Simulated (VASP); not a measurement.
# Ge (P6_3/mmc) in VASP: a series of runs, part 2 of 2

VASP 6.6.1. Earlier steps stand in the parts before.

### Step 3. Electric field gradients, PBE (22.38 Å³/atom)

This run uses another cell than the first one, of 22.38 Å³/atom.

INCAR reads:

```
PREC = Accurate
ENCUT = 520
EDIFF = 1E-8
ISMEAR = -1
SIGMA = 0.05
LREAL = F
LASPH = T
NELM = 80
ALGO = Normal
ISIF = 2
LWAVE = F
LCHARG = F
GGA = PE
LEFG = T
NBANDS = 36
```

KPOINTS reads:

```
regular mesh
0
Gamma
  11 11 6
```

POSCAR reads:

```
Ge
1.0
    3.9707555995      0.0000000000      0.0000000000
   -1.9853777998      3.4387752214      0.0000000000
    0.0000000000      0.0000000000      6.5550854883
Ge
4
Direct
    0.6666666667      0.3333333333      0.0629012500
    0.3333333333      0.6666666667      0.5629012500
    0.6666666667      0.3333333333      0.4370987500
    0.3333333333      0.6666666667      0.9370987500
```

Potentials or basis: VASP PAW PBE potentials, release 64 (Ge_d).

Started as:

```sh
> cat potpaw_PBE.64/Ge_d/POTCAR > POTCAR
> mpirun -np 1 vasp_std > vasp.out
```

OUTCAR:

```text
PREC = Accurate
   ENCUT = 520
   EDIFF = 1E-8
   ISMEAR = -1
   LREAL = F
   LASPH = T
   NELM = 80
   ISIF = 2
   GGA = PE

 ion  position               nearest neighbor table
   1  0.667  0.333  0.063-   4 2.44   4 2.44   4 2.44   3 2.45
   2  0.333  0.667  0.563-   3 2.44   3 2.44   3 2.44   4 2.45
   3  0.667  0.333  0.437-   2 2.44   2 2.44   2 2.44   1 2.45
   4  0.333  0.667  0.937-   1 2.44   1 2.44   1 2.44   2 2.45

  LATTYP: Found a hexagonal cell.
 ALAT       =     3.9707555995
 C/A-ratio  =     1.6508408347

  Lattice vectors:

 A1 = (   3.9707555995,   0.0000000000,   0.0000000000)
 A2 = (  -1.9853777998,   3.4387752214,   0.0000000000)
 A3 = (   0.0000000000,   0.0000000000,   6.5550854883)

Analysis of symmetry for initial positions (statically):
=====================================================================
 Subroutine PRICEL returns:
 Original cell was already a primitive cell.

 Routine SETGRP: Setting up the symmetry group for a
 hexagonal supercell.

 Subroutine GETGRP returns: Found 24 space group operations
 (whereof 12 operations were pure point group operations)
 out of a pool of 24 trial point group operations.

The static configuration has the point symmetry D_3d.
 The point group associated with its full space group is D_6h.

Analysis of symmetry for dynamics (positions and initial velocities):
=====================================================================
 Subroutine PRICEL returns:
 Original cell was already a primitive cell.

 Routine SETGRP: Setting up the symmetry group for a
 hexagonal supercell.

 Subroutine GETGRP returns: Found 24 space group operations
 (whereof 12 operations were pure point group operations)
 out of a pool of 24 trial point group operations.

The dynamic configuration has the point symmetry D_3d.
 The point group associated with its full space group is D_6h.

 Subroutine INISYM returns: Found 24 space group operations
 (whereof 12 operations are pure point group operations),
 and found     1 'primitive' translations

----------------------------------------------------------------------------------------

                                     Primitive cell

  volume of cell :      89.5067

  direct lattice vectors                    reciprocal lattice vectors
     3.970755599  0.000000000  0.000000000     0.251841236  0.145400606  0.000000000
    -1.985377800  3.438775221  0.000000000     0.000000000  0.290801211  0.000000000
     0.000000000  0.000000000  6.555085488     0.000000000  0.000000000  0.152553312

  length of vectors
     3.970755599  3.970755600  6.555085488     0.290801211  0.290801211  0.152553312

  position of ions in fractional coordinates (direct lattice)
     0.666666667  0.333333333  0.062901250
     0.333333333  0.666666667  0.562901250
     0.666666667  0.333333333  0.437098750
     0.333333333  0.666666667  0.937098750

[... 90 lines left out ...]
   NUPDOWN=      -1.0000    fix difference up-down
   EMIN   =  10.00;   EMAX   =-10.00  energy-range for DOS
   EFERMI =   0.00;   METHOD = LEGACY
   ISMEAR =    -1;   SIGMA  =   0.05  broadening in eV -4-tet -1-fermi 0-gaus
   EFERMI_NEDOS =   21; number of points for ismear=-14 and -15
   IALGO  =     38    algorithm
   IMIX   =      4    mixing-type and parameters
     AMIX     =   0.40;   BMIX     =  1.00
     AMIX_MAG =   1.60;   BMIX_MAG =  1.00
  volume/ion in A,a.u.               =      22.38       151.01
  Fermi-wavevector in a.u.,A,eV,Ry     =   1.400186  2.645968 26.674506  1.960521
  Thomas-Fermi vector in A             =   2.523171
   LORBIT       =      0    0 simple, 1 ext, 2 COOP (PROOUT), +10 PAW based schemes
   GGA     = PE    functional components
   LHFCALC =     F    Hartree Fock is set to
   AEXX    =    0.0000 exact exchange contribution
   IVDW    =     0    specifies the selected vdW correction
   LEPSILON=     F    determine dielectric tensor
   LRPA    =     F    only Hartree local field effects (RPA)
 non-spin polarized calculation
  energy-cutoff  :      520.00
  volume of cell :       89.51
 maximum number of plane-waves:      2448
 NGX is ok and might be reduce to    30
   NGX = 15   NGY = 15   NGZ = 25

 number of electron      56.0000047 magnetization

 Free energy of the ion-electron system (eV)
  ---------------------------------------------------
  ext. energy  EPLUGINS =         0.00000000
  ---------------------------------------------------
  free energy    TOTEN  =       -17.92511902 eV

  energy without entropy =      -17.92422520  energy(sigma->0) =      -17.92467211

 E-fermi :   5.2316     XC(G=0):  -9.9760

 val. band max:        5.2289567065   @ k =   0.0000   0.0000   0.1667
 cond. band min:       5.2838719141   @ k =   0.0000   0.0000   0.0000
 fundamental gap:      0.0549152076
 Fermi energy:         5.2316486409

 k-point     1 :       0.0000    0.0000    0.0000
  band No.  band energies     occupation
      1     -19.7665      2.00000
      2     -19.7665      2.00000
      3     -19.7266      2.00000
      4     -19.7262      2.00000
      5     -19.7262      2.00000
      6     -19.7131      2.00000
[... 925 lines left out ...]
     35      11.3651      0.00000
     36      12.0711      0.00000

 [... further k-points ...]

------------------------ aborting loop because EDIFF is reached ----------------------------------------

  FORCE on cell =-STRESS in cart. coord.  units (eV):
  Direction    XX          YY          ZZ          XY          YZ          ZX
  --------------------------------------------------------------------------------------
  -------------------------------------------------------------------------------------
  Total        2.4585508      2.4585508      2.4088349     -0.0000000      0.0000000      0.0000000
  in kB       44.0082871     44.0082871     43.1183684     -0.0000000      0.0000000      0.0000000
  external PRESSURE =      43.7116475 kB  Pullay stress =       0.0000000 kB

 VOLUME and BASIS-vectors are now :
 -----------------------------------------------------------------------------
  energy-cutoff  :      520.00
  volume of cell :       89.51
      direct lattice vectors                 reciprocal lattice vectors
     3.970755599  0.000000000  0.000000000     0.251841236  0.145400606  0.000000000
    -1.985377800  3.438775221  0.000000000     0.000000000  0.290801211  0.000000000
     0.000000000  0.000000000  6.555085488     0.000000000  0.000000000  0.152553312

 POSITION                                       TOTAL-FORCE (eV/Angst)
 -----------------------------------------------------------------------------------
      1.98538      1.14626      0.41232        -0.000000      0.000000      0.012641
     -0.00000      2.29252      3.68987        -0.000000      0.000000      0.012641
      1.98538      1.14626      2.86522         0.000000      0.000000     -0.012641
     -0.00000      2.29252      6.14276         0.000000     -0.000000     -0.012641
 -----------------------------------------------------------------------------------
    total drift:                               -0.000000      0.000000     -0.000000

  FREE ENERGIE OF THE ION-ELECTRON SYSTEM (eV)
  ---------------------------------------------------
  free  energy   TOTEN  =       -17.9251190150 eV

  energy  without entropy=      -17.9242252024  energy(sigma->0) =      -17.92467211

 Electric field gradients (V/A^2)
---------------------------------------------------------------------
 ion       V_xx      V_yy      V_zz      V_xy      V_xz      V_yz
---------------------------------------------------------------------
   1      -4.122    -4.124     8.246    -0.001     0.000    -0.000
   2      -4.122    -4.124     8.246    -0.001    -0.000     0.000
   3      -4.122    -4.124     8.246    -0.001    -0.000     0.000
   4      -4.122    -4.124     8.246    -0.001     0.000    -0.000
---------------------------------------------------------------------

 Electric field gradients after diagonalization (V/A^2)
 (convention: |V_zz| > |V_xx| > |V_yy|)
----------------------------------------------------------------------
 ion       V_xx      V_yy      V_zz     asymmetry (V_yy - V_xx)/ V_zz
----------------------------------------------------------------------
   1      -4.124    -4.121     8.246       0.000
   2      -4.124    -4.121     8.246       0.000
   3      -4.124    -4.121     8.246       0.000
   4      -4.124    -4.121     8.246       0.000
----------------------------------------------------------------------

           NMR quadrupolar parameters

 Cq : quadrupolar parameter    Cq=e*Q*V_zz/h
 eta: asymmetry parameters     (V_yy - V_xx)/ V_zz
 Q  : nuclear electric quadrupole moment in mb (millibarn)
----------------------------------------------------------------------
 ion       Cq(MHz)       eta       Q (mb)
----------------------------------------------------------------------
   1       0.020       0.000       1.000
   2       0.020       0.000       1.000
   3       0.020       0.000       1.000
   4       0.020       0.000       1.000
----------------------------------------------------------------------
```

OSZICAR:

```text
N       E                     dE             d eps       ncg     rms          rms(c)
DAV:   1     0.499634815342E+03    0.49963E+03   -0.28378E+04  5400   0.433E+03
DAV:   2     0.687165701913E+02   -0.43092E+03   -0.42021E+03  4608   0.822E+02
DAV:   3    -0.133277677486E+02   -0.82044E+02   -0.80837E+02  4996   0.207E+02
DAV:   4    -0.180197941718E+02   -0.46920E+01   -0.46725E+01  5460   0.576E+01
DAV:   5    -0.181111141916E+02   -0.91320E-01   -0.91295E-01  5112   0.899E+00    0.463E+00
DAV:   6    -0.179873160327E+02    0.12380E+00   -0.66672E-02  5180   0.196E+00    0.273E+00
DAV:   7    -0.179207841341E+02    0.66532E-01   -0.10906E-01  5020   0.225E+00    0.196E-01
DAV:   8    -0.179242657098E+02   -0.34816E-02   -0.12707E-02  5092   0.991E-01    0.870E-02
DAV:   9    -0.179250669272E+02   -0.80122E-03   -0.84710E-04  5044   0.128E-01    0.217E-02
DAV:  10    -0.179251076296E+02   -0.40702E-04   -0.63429E-05  5644   0.772E-02    0.809E-03
DAV:  11    -0.179251180675E+02   -0.10438E-04   -0.22551E-05  5128   0.243E-02    0.311E-03
DAV:  12    -0.179251189000E+02   -0.83244E-06   -0.13525E-06  5208   0.124E-02    0.874E-04
DAV:  13    -0.179251190350E+02   -0.13507E-06   -0.16146E-07  4768   0.214E-03    0.295E-04
DAV:  14    -0.179251190215E+02    0.13557E-07   -0.19725E-08  4344   0.106E-03    0.127E-04
DAV:  15    -0.179251190150E+02    0.64501E-08   -0.23874E-09  2872   0.608E-04
   1 F= -.17925119E+02 E0= -.17924672E+02  d E =-.893813E-03
```

Wall time 2.7 min (1 thread of Intel Xeon Platinum 8259CL at 2.50GHz (Skylake/Cascade Lake), shared host); peak memory 0.29 GiB.

What came out:

* Free energy: -17.9251 eV
* Pressure: 4.4 GPa
* Largest force: 0.013 eV/Å
* Band gap on the k mesh: zero (bands 28 and 29 overlap by 0.05 eV)
* Largest electric field gradient by atom: Ge +8.2 V/Å²

Forces on the atoms (eV/Å):
```
Ge   0.000  0.000  0.013
Ge   0.000  0.000  0.013
Ge   0.000  0.000 -0.013
Ge   0.000  0.000 -0.013
```

Stress tensor (GPa, compression positive):
```
4.40 0.00 0.00
0.00 4.40 0.00
0.00 0.00 4.31
```

Electric field gradients, principal values (V/Å²):
```tsv
atom	least	middle	greatest (by size)
1 Ge	-4.121	-4.124	8.246
2 Ge	-4.121	-4.124	8.246
3 Ge	-4.121	-4.124	8.246
4 Ge	-4.121	-4.124	8.246
```

Caveat: the cell stands under pressure; semilocal functionals underestimate gaps, so a narrow gap can read as zero; without QUAD_EFG the Cq values of the log hold for a quadrupole moment of 1 mb, not for the nuclei.

### Step 4. Electric field gradients, PBE (23.75 Å³/atom)

This run uses another cell than the first one, of 23.75 Å³/atom.

INCAR reads:

```
PREC = Accurate
ENCUT = 520
EDIFF = 1E-8
ISMEAR = -1
SIGMA = 0.05
LREAL = False
LASPH = True
NELM = 100
ALGO = Normal
ISIF = 2
LWAVE = False
LCHARG = False
GGA = PE
LEFG = True
NBANDS = 36
```

KPOINTS reads:

```
Automatic mesh
0
Gamma
  11 11 6
```

POSCAR reads:

```
Ge
1.0
    4.0501916896      0.0000000000      0.0000000000
   -2.0250958448      3.5075688934      0.0000000000
    0.0000000000      0.0000000000      6.6862218294
Ge
4
Direct
    0.6666666667      0.3333333333      0.0629012500
    0.3333333333      0.6666666667      0.5629012500
    0.6666666667      0.3333333333      0.4370987500
    0.3333333333      0.6666666667      0.9370987500
```

Potentials or basis: VASP PAW PBE potentials, release 64 (Ge_d).

Started as:

```sh
> cat potpaw_PBE.64/Ge_d/POTCAR > POTCAR
> mpirun -np 1 vasp_std > vasp.out
```

OUTCAR:

```text
PREC = Accurate
   ENCUT = 520
   EDIFF = 1E-8
   ISMEAR = -1
   LREAL = False
   LASPH = True
   NELM = 100
   ISIF = 2
   GGA = PE

 ion  position               nearest neighbor table
   1  0.667  0.333  0.063-   4 2.49   4 2.49   4 2.49   3 2.50
   2  0.333  0.667  0.563-   3 2.49   3 2.49   3 2.49   4 2.50
   3  0.667  0.333  0.437-   2 2.49   2 2.49   2 2.49   1 2.50
   4  0.333  0.667  0.937-   1 2.49   1 2.49   1 2.49   2 2.50

  LATTYP: Found a hexagonal cell.
 ALAT       =     4.0501916896
 C/A-ratio  =     1.6508408347

  Lattice vectors:

 A1 = (   4.0501916896,   0.0000000000,   0.0000000000)
 A2 = (  -2.0250958448,   3.5075688934,   0.0000000000)
[... 1163 lines left out ...]
 ion       V_xx      V_yy      V_zz      V_xy      V_xz      V_yz
---------------------------------------------------------------------
   1      -3.572    -3.579     7.150    -0.006     0.000    -0.000
   2      -3.572    -3.579     7.150    -0.006    -0.000     0.000
   3      -3.572    -3.579     7.150    -0.006    -0.000     0.000
   4      -3.572    -3.579     7.150    -0.006     0.000    -0.000
---------------------------------------------------------------------

 Electric field gradients after diagonalization (V/A^2)
 (convention: |V_zz| > |V_xx| > |V_yy|)
----------------------------------------------------------------------
 ion       V_xx      V_yy      V_zz     asymmetry (V_yy - V_xx)/ V_zz
----------------------------------------------------------------------
   1      -3.582    -3.568     7.150       0.002
   2      -3.582    -3.568     7.150       0.002
   3      -3.582    -3.568     7.150       0.002
   4      -3.582    -3.568     7.150       0.002
----------------------------------------------------------------------

           NMR quadrupolar parameters

 Cq : quadrupolar parameter    Cq=e*Q*V_zz/h
 eta: asymmetry parameters     (V_yy - V_xx)/ V_zz
 Q  : nuclear electric quadrupole moment in mb (millibarn)
----------------------------------------------------------------------
 ion       Cq(MHz)       eta       Q (mb)
----------------------------------------------------------------------
   1       0.017       0.002       1.000
   2       0.017       0.002       1.000
   3       0.017       0.002       1.000
   4       0.017       0.002       1.000
----------------------------------------------------------------------
```

OSZICAR:

```text
N       E                     dE             d eps       ncg     rms          rms(c)
DAV:   1     0.495022247552E+03    0.49502E+03   -0.28397E+04  5380   0.422E+03
DAV:   2     0.675845144209E+02   -0.42744E+03   -0.41681E+03  4608   0.808E+02
DAV:   3    -0.136679623318E+02   -0.81252E+02   -0.80331E+02  5140   0.206E+02
DAV:   4    -0.180622964586E+02   -0.43943E+01   -0.43800E+01  5344   0.559E+01
DAV:   5    -0.181518850893E+02   -0.89589E-01   -0.89568E-01  5120   0.891E+00    0.426E+00
DAV:   6    -0.180526402882E+02    0.99245E-01   -0.61149E-02  5208   0.203E+00    0.252E+00
DAV:   7    -0.179978137164E+02    0.54827E-01   -0.92086E-02  4972   0.218E+00    0.189E-01
DAV:   8    -0.180011760814E+02   -0.33624E-02   -0.12116E-02  5092   0.103E+00    0.861E-02
DAV:   9    -0.180020217292E+02   -0.84565E-03   -0.84004E-04  5096   0.128E-01    0.226E-02
DAV:  10    -0.180020881438E+02   -0.66415E-04   -0.96498E-05  5504   0.859E-02    0.766E-03
DAV:  11    -0.180020989841E+02   -0.10840E-04   -0.23551E-05  5228   0.249E-02    0.303E-03
DAV:  12    -0.180020997689E+02   -0.78476E-06   -0.15429E-06  5160   0.139E-02    0.749E-04
DAV:  13    -0.180020999018E+02   -0.13294E-06   -0.16553E-07  4784   0.244E-03    0.231E-04
DAV:  14    -0.180020998914E+02    0.10437E-07   -0.20847E-08  4328   0.872E-04    0.109E-04
DAV:  15    -0.180020998877E+02    0.36835E-08   -0.20389E-09  2896   0.497E-04
   1 F= -.18002100E+02 E0= -.18001539E+02  d E =-.112154E-02
```

stdout:

```text
POSCAR found type information on POSCAR Ge
 POSCAR found :  1 types and       4 ions
 scaLAPACK will be used
 LDA part: xc-table for (Slater+PW92), standard interpolation
 POSCAR, INCAR and KPOINTS ok, starting setup
 FFT: planning ... GRIDC
 FFT: planning ... GRID_SOFT
 FFT: planning ... GRID
 WAVECAR not read
 entering main loop
ion   1

ion   2

ion   3

ion   4
```

It took 2.5 min on 1 thread of Intel Xeon Platinum 8488C (Sapphire Rapids), shared host; peak memory 0.29 GiB.

Results:

```yaml
Free_energy: -18.0021 eV
Pressure: 0.2 GPa
Largest_force: 0.005 eV/Å
Band_gap_on_the_k_mesh: zero (filled and empty bands touch)
Largest_electric_field_gradient_by_atom: Ge +7.2 V/Å²
```

Forces in eV/Å, atoms in the order of the input:
```
Ge   0.000  0.000 -0.005
Ge   0.000  0.000 -0.005
Ge   0.000  0.000  0.005
Ge   0.000  0.000  0.005
```

Levels at points of the mesh, in eV from the Fermi level:
```csv
k point,band 24,band 25,band 26,band 27,band 28,band 29,band 30,band 31,band 32,band 33
"(0.00, 0.00, 0.00)",-1.42,-1.42,-0.37,-0.18,-0.16,0.10,0.10,2.26,2.26,2.71
"(0.00, 0.00, 0.50)",-4.77,-0.82,-0.82,-0.82,-0.82,0.56,0.56,3.33,3.33,3.33
```

Electric field gradients, principal values (V/Å²):
```csv
atom,least,middle,greatest (by size)
1 Ge,-3.568,-3.582,7.150
2 Ge,-3.568,-3.582,7.150
3 Ge,-3.568,-3.582,7.150
4 Ge,-3.568,-3.582,7.150
```

Caveat: semilocal functionals underestimate gaps, so a narrow gap can read as zero; without QUAD_EFG the Cq values of the log hold for a quadrupole moment of 1 mb, not for the nuclei.

### Step 5. Summary

```tsv
cell	gap on the mesh (eV)	pressure (GPa)	largest force (eV/Å)
a = 3.916, b = 3.916, c = 6.465 Å, angles 90.0, 90.0, 120.0°, 4 atoms	none	8.0	0.03
a = 3.971, b = 3.971, c = 6.555 Å, angles 90.0, 90.0, 120.0°, 4 atoms	none	4.4	0.01
a = 4.050, b = 4.050, c = 6.686 Å, angles 90.0, 90.0, 120.0°, 4 atoms	none	0.2	0.01
```

Alike in all rows: task electric field gradients; level PBE; potentials or basis VASP PAW PBE potentials, release 64 (Ge_d); no spin polarisation; k mesh 11 × 11 × 6; cutoff (eV) 520; smearing fermi-dirac 0.05 eV.

Caveats: semilocal functionals underestimate gaps, so a narrow gap can read as zero; the cell stands under pressure (at least some runs).

Total energies depend on the potentials used, so only differences within one code and one set of settings carry meaning.
